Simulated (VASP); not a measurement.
VMo3, 4 atoms in the cell. Symmetry: Pm-3m, No. 221, cubic system. Conventional cell: a = 3.960 Å, b = 3.960 Å, c = 3.960 Å, α = 90.00°, β = 90.00°, γ = 90.00°. Mo (site symmetry 4/mmm) has 8 Mo at 2.80 Å and 4 V at 2.80 Å within 3.7 Å. V (site symmetry m-3m) has 12 Mo at 2.80 Å within 3.7 Å. 

* Program: VASP 6.6.1
* Task: single point
* Functional: r2SCAN
* Potentials or basis: VASP PAW PBE potentials, release 64 (Mo_sv, V_sv)
* Cutoff: 520 eV
* k mesh: 12 × 12 × 12
* Occupations: gaussian, width 0.1 eV
* Spin: no spin polarisation
* Dipole correction: no
* Further INCAR settings: ALGO = Normal; EDIFF = 1e-06; NBANDS = 36

Potentials or basis: VASP PAW PBE potentials, release 64 (Mo_sv, V_sv).

Command:

```sh
$ cat potpaw_PBE.64/Mo_sv/POTCAR potpaw_PBE.64/V_sv/POTCAR > POTCAR
$ cp INCAR.step1 INCAR
$ mpirun -np 1 vasp_std > vasp.out
$ cp INCAR.step2 INCAR
$ mpirun -np 1 vasp_std > vasp.out
```

Hardware: 1 thread of Intel(R) Xeon(R) Platinum 8259CL CPU @ 2.50GHz (Skylake/Cascade Lake), with other jobs on the host.

How long does it take, and how much memory?

Run time: 8.8 min on 1 thread of Intel(R) Xeon(R) Platinum 8259CL CPU @ 2.50GHz (Skylake/Cascade Lake), on a shared host, peak memory 0.29 GiB. Counts: k points 84.
